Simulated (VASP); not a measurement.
Input of a VASP 6.6.1 run:

Contents of INCAR:

```
SYSTEM = Sn
PREC     = Accurate       ! precision mode
ENCUT    = 520            ! plane-wave cutoff, eV
EDIFF    = 1E-6           ! SCF threshold, eV
ISMEAR   = -1             ! smearing method
SIGMA    = 0.08           ! smearing width, eV
LREAL    = .FALSE.        ! projectors in reciprocal space
LASPH    = .TRUE.         ! aspherical terms in the spheres
NELM     = 100            ! most SCF steps
ALGO     = Normal         ! electronic algorithm
ISIF     = 2              ! what is computed and relaxed
LWAVE    = .FALSE.        ! write WAVECAR
LCHARG   = .TRUE.         ! write CHGCAR
GGA      = PE             ! functional
LELF     = .TRUE.         ! ELF
LVHAR    = .TRUE.       
NBANDS   = 21             ! bands
```

Contents of KPOINTS:

```
Automatic mesh
0
G
  10 10 10
  0 0 0
```

The input POSCAR:

```
Sn
1.0
    0.0000000000      2.9269744139      2.9269744139
    2.9269744139      0.0000000000      2.9269744139
    2.9269744139      2.9269744139      0.0000000000
Sn
2
Direct
   -0.1250000000     -0.1250000000     -0.1250000000
    0.1250000000      0.1250000000      0.1250000000
```

Potentials or basis: VASP PAW PBE potentials, release 64 (Sn_d).

Command:

```console
$ cat potpaw_PBE.64/Sn_d/POTCAR > POTCAR
$ mpirun -np 1 vasp_std > vasp.out
```

Predict the pressure.

34.8 GPa.
